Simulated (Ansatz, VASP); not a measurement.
**AlN: VASP beside Ansatz**

File INCAR:

```
  PREC = Accurate
  ENCUT = 520
  EDIFF = 1E-6
  ISMEAR = 0
  SIGMA = 0.05
  LREAL = F
  LASPH = T
  NELM = 60
  ALGO = Normal
  ISIF = 2
  LWAVE = F
  LCHARG = F
  GGA = PS
  NBANDS = 26
```

The input KPOINTS:

```
Automatic mesh
0
Gamma
  8 8 8
```

The input POSCAR:

```
AlN
1.0
   -3.1135599857      0.0000000000      0.0000000000
    0.0000000000      5.3928440876      0.0000000000
    1.5567799928     -2.6964220438     -4.9833504711
Al N
4 4
Direct
    0.9992449415      0.3325782749      0.9984898831
    0.4992449415      0.8325782749      0.9984898831
    0.2492449415      0.9159116082      0.4984898831
    0.7492449415      0.4159116082      0.4984898831
    0.8082550585      0.1415883918      0.6165101169
    0.3082550585      0.6415883918      0.6165101169
    0.0582550585      0.7249217251      0.1165101169
    0.5582550585      0.2249217251      0.1165101169
```

Input for Ansatz:

```yaml
crystal:
  lattice:
    - [-3.1135599857, 0.0, 0.0]
    - [0.0, 5.3928440876, 0.0]
    - [1.5567799928, -2.6964220438, -4.9833504711]
  atoms:
    - { symbol: Al, position: [0.9992449415, 0.3325782749, 0.9984898831] }
    - { symbol: Al, position: [0.4992449415, 0.8325782749, 0.9984898831] }
    - { symbol: Al, position: [0.2492449415, 0.9159116082, 0.4984898831] }
    - { symbol: Al, position: [0.7492449415, 0.4159116082, 0.4984898831] }
    - { symbol: "N", position: [0.8082550585, 0.1415883918, 0.6165101169] }
    - { symbol: "N", position: [0.3082550585, 0.6415883918, 0.6165101169] }
    - { symbol: "N", position: [0.0582550585, 0.7249217251, 0.1165101169] }
    - { symbol: "N", position: [0.5582550585, 0.2249217251, 0.1165101169] }
basis:
  ecutwfc: 520.0
kpoints:
  mp_grid: { grid: [8, 8, 8] }
hamiltonian:
  xc: pbesol
  pseudopotentials: { kind: paw, azcp: { folder: soft_1 } }
scf:
  occupations: { method: gaussian, width: 0.05 }
output:
  forces: true
  stress: true
  eigenvalues: true
```

Alike in both runs: task single point; functional PBEsol; k mesh 8 × 8 × 8; occupations gaussian, width 0.05 eV; no spin polarisation.

|  | VASP | Ansatz |
| --- | --- | --- |
| version | VASP 6.6.1 | Ansatz 0.2.0 |
| potentials or method | VASP PAW PBE potentials, release 64 (Al, N), cutoff 520 eV | scalar-relativistic, plane waves, PAW |
| valence electrons in the cell | 32 | 32 |

|  | VASP | Ansatz | Ansatz less VASP |
| --- | --- | --- | --- |
| gap on the k mesh at the Fermi level (eV) | 4.11 | 4.10 | -0.016 |
| least direct gap on the mesh (eV) | 4.11 | 4.10 | -0.016 |
| pressure (GPa) | 0.0 | 0.0 | -0.03 |

VASP's potentials were made for PBE, not for PBEsol, and Ansatz warns of the same on its side.
